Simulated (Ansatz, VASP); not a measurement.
## C in VASP and in Ansatz

INCAR

```
SYSTEM = C
  PREC = Accurate
  ENCUT = 520
  EDIFF = 1E-8
  ISMEAR = 0
  SIGMA = 0.01
  LREAL = Auto
  LASPH = .TRUE.
  NELM = 100
  ALGO = Normal
  ISIF = 2
  LWAVE = .FALSE.
  LCHARG = .FALSE.
  GGA = PE
  LEFG = .TRUE.
  NBANDS = 96
```

The input KPOINTS:

```
regular mesh
0
G
  6 4 4
  0 0 0
```

Contents of POSCAR:

```
C
1.0
    2.4560574228      1.4180054142      6.6940228996
   -3.6840861342      2.1270081213     10.0410343494
    0.0000000000     -4.2540162426     10.0410343494
C
36
Direct
    0.4166887806      0.2777925204      0.2777925204
    0.4166887806      0.2777925204      0.6111258537
    0.4166887806      0.2777925204      0.9444591871
    0.4166887806      0.6111258537      0.2777925204
    0.4166887806      0.6111258537      0.6111258537
    0.4166887806      0.6111258537      0.9444591871
    0.4166887806      0.9444591871      0.2777925204
    0.4166887806      0.9444591871      0.6111258537
    0.4166887806      0.9444591871      0.9444591871
    0.9166887806      0.2777925204      0.2777925204
    0.9166887806      0.2777925204      0.6111258537
    0.9166887806      0.2777925204      0.9444591871
    0.9166887806      0.6111258537      0.2777925204
    0.9166887806      0.6111258537      0.6111258537
    0.9166887806      0.6111258537      0.9444591871
    0.9166887806      0.9444591871      0.2777925204
    0.9166887806      0.9444591871      0.6111258537
    0.9166887806      0.9444591871      0.9444591871
    0.0833112194      0.0555408129      0.0555408129
    0.0833112194      0.0555408129      0.3888741463
    0.0833112194      0.0555408129      0.7222074796
    0.0833112194      0.3888741463      0.0555408129
    0.0833112194      0.3888741463      0.3888741463
    0.0833112194      0.3888741463      0.7222074796
    0.0833112194      0.7222074796      0.0555408129
    0.0833112194      0.7222074796      0.3888741463
    0.0833112194      0.7222074796      0.7222074796
    0.5833112194      0.0555408129      0.0555408129
    0.5833112194      0.0555408129      0.3888741463
    0.5833112194      0.0555408129      0.7222074796
    0.5833112194      0.3888741463      0.0555408129
    0.5833112194      0.3888741463      0.3888741463
    0.5833112194      0.3888741463      0.7222074796
    0.5833112194      0.7222074796      0.0555408129
    0.5833112194      0.7222074796      0.3888741463
    0.5833112194      0.7222074796      0.7222074796
```

Input for Ansatz:

```yaml
crystal:
  lattice:
    - [2.4560574228, 1.4180054142, 6.6940228996]
    - [-3.6840861342, 2.1270081213, 10.0410343494]
    - [0.0, -4.2540162426, 10.0410343494]
  atoms:
    - { symbol: C, position: [0.4166887806, 0.2777925204, 0.2777925204] }
    - { symbol: C, position: [0.4166887806, 0.2777925204, 0.6111258537] }
    - { symbol: C, position: [0.4166887806, 0.2777925204, 0.9444591871] }
    - { symbol: C, position: [0.4166887806, 0.6111258537, 0.2777925204] }
    - { symbol: C, position: [0.4166887806, 0.6111258537, 0.6111258537] }
    - { symbol: C, position: [0.4166887806, 0.6111258537, 0.9444591871] }
    - { symbol: C, position: [0.4166887806, 0.9444591871, 0.2777925204] }
    - { symbol: C, position: [0.4166887806, 0.9444591871, 0.6111258537] }
    - { symbol: C, position: [0.4166887806, 0.9444591871, 0.9444591871] }
    - { symbol: C, position: [0.9166887806, 0.2777925204, 0.2777925204] }
    - { symbol: C, position: [0.9166887806, 0.2777925204, 0.6111258537] }
    - { symbol: C, position: [0.9166887806, 0.2777925204, 0.9444591871] }
    - { symbol: C, position: [0.9166887806, 0.6111258537, 0.2777925204] }
    - { symbol: C, position: [0.9166887806, 0.6111258537, 0.6111258537] }
    - { symbol: C, position: [0.9166887806, 0.6111258537, 0.9444591871] }
    - { symbol: C, position: [0.9166887806, 0.9444591871, 0.2777925204] }
    - { symbol: C, position: [0.9166887806, 0.9444591871, 0.6111258537] }
    - { symbol: C, position: [0.9166887806, 0.9444591871, 0.9444591871] }
    - { symbol: C, position: [0.0833112194, 0.0555408129, 0.0555408129] }
    - { symbol: C, position: [0.0833112194, 0.0555408129, 0.3888741463] }
    - { symbol: C, position: [0.0833112194, 0.0555408129, 0.7222074796] }
    - { symbol: C, position: [0.0833112194, 0.3888741463, 0.0555408129] }
    - { symbol: C, position: [0.0833112194, 0.3888741463, 0.3888741463] }
    - { symbol: C, position: [0.0833112194, 0.3888741463, 0.7222074796] }
    - { symbol: C, position: [0.0833112194, 0.7222074796, 0.0555408129] }
    - { symbol: C, position: [0.0833112194, 0.7222074796, 0.3888741463] }
    - { symbol: C, position: [0.0833112194, 0.7222074796, 0.7222074796] }
    - { symbol: C, position: [0.5833112194, 0.0555408129, 0.0555408129] }
    - { symbol: C, position: [0.5833112194, 0.0555408129, 0.3888741463] }
    - { symbol: C, position: [0.5833112194, 0.0555408129, 0.7222074796] }
    - { symbol: C, position: [0.5833112194, 0.3888741463, 0.0555408129] }
    - { symbol: C, position: [0.5833112194, 0.3888741463, 0.3888741463] }
    - { symbol: C, position: [0.5833112194, 0.3888741463, 0.7222074796] }
    - { symbol: C, position: [0.5833112194, 0.7222074796, 0.0555408129] }
    - { symbol: C, position: [0.5833112194, 0.7222074796, 0.3888741463] }
    - { symbol: C, position: [0.5833112194, 0.7222074796, 0.7222074796] }
kpoints:
  mp_grid: { grid: [6, 4, 4] }
scf:
  occupations: { method: fixed }
hamiltonian:
  xc: pbe
  pseudopotentials: { kind: paw }
output:
  forces: true
  efg: { contact_densities: true }
  core_levels: { shells: { C: "1s" }, counted_from: valence_top, add_spin: false }
```

Alike in both runs: task electric field gradients; functional PBE; k mesh 6 × 4 × 4; no spin polarisation.

```csv
,VASP,Ansatz
version,VASP 6.6.1,Ansatz 0.2.0
potentials or method,"VASP PAW PBE potentials, release 64 (C)","plane-wave PAW, scalar-relativistic"
plane-wave cutoff (eV),520,420
occupations,"gaussian, width 0.01 eV",fixed
valence electrons in the cell,144,144
```

```tsv
	VASP	Ansatz	Ansatz less VASP
gap on the k mesh at the Fermi level (eV)	0.66	0.66	-0.001
rms of the force components (eV/Å)	0.007	0.007	+0.0005
size of Vzz on the site where it differs most (V/Å²)	31.1	23.6	-7.50
```

Atom by atom the forces differ by 0.003 eV/Å (rms over components).
